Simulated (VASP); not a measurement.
**LaGeS: single point with r2SCAN**

LaGeS:

```
Ge S La
1.0
     3.95997    0.00000    0.00000
     0.00000    3.95997    0.00000
     0.00000    0.00000    8.62961
Ge S La
2 2 2
Direct
  0.00000 0.50000 0.63200
  0.50000 0.00000 0.36800
  0.00000 0.00000 0.00000
  0.50000 0.50000 0.00000
  0.00000 0.50000 0.28880
  0.50000 0.00000 0.71120
```

- Program: VASP 6.6.1
- Task: single point
- Functional: r2SCAN
- Potentials or basis: VASP PAW PBE potentials, release 64 (Ge_d, S, La)
- Cutoff: 520 eV
- k mesh: 5 × 5 × 2
- Occupations: fermi-dirac, width 0.0707 eV
- Spin: no spin polarisation

| Property | Result |
| --- | --- |
| Pressure | 6.3 GPa |
| Largest force | 2.200 eV/Å |
| Band gap on the k mesh | zero (band 31 reaches 8.30 eV, above the bottom of band 32 at 6.47 eV) |

Forces in eV/Å, atoms in the order of the input:
```
Ge   0.000  0.000 -0.928
Ge   0.000  0.000  0.928
S    0.000  0.000  0.000
S    0.000  0.000  0.000
La   0.000  0.000 -2.200
La   0.000  0.000  2.200
```

Stress tensor (GPa, compression positive):
```
10.30  0.00  0.00
 0.00 10.30  0.00
 0.00  0.00 -1.65
```

Levels at points of the mesh, in eV from the Fermi level:
```csv
k point,band 28,band 29,band 30,band 31,band 32,band 33,band 34,band 35
"(0.00, 0.00, 0.00)",-0.08,-0.08,-0.02,0.88,0.88,1.55,1.71,1.82
"(0.00, 0.00, 0.50)",-0.25,-0.25,0.63,0.69,0.90,1.39,1.39,1.44
```

Wall time 5.5 min on 1 thread of Intel(R) Xeon(R) Platinum 8375C CPU @ 2.90GHz (Ice Lake), with other jobs on the host, peak memory 0.29 GiB.

Caveat: the k points lie up to 0.36 Å⁻¹ apart; the PAW data sets were made with another functional, which shifts forces and pressure a little; spin-orbit coupling is left out, which moves the levels of the heavy elements.
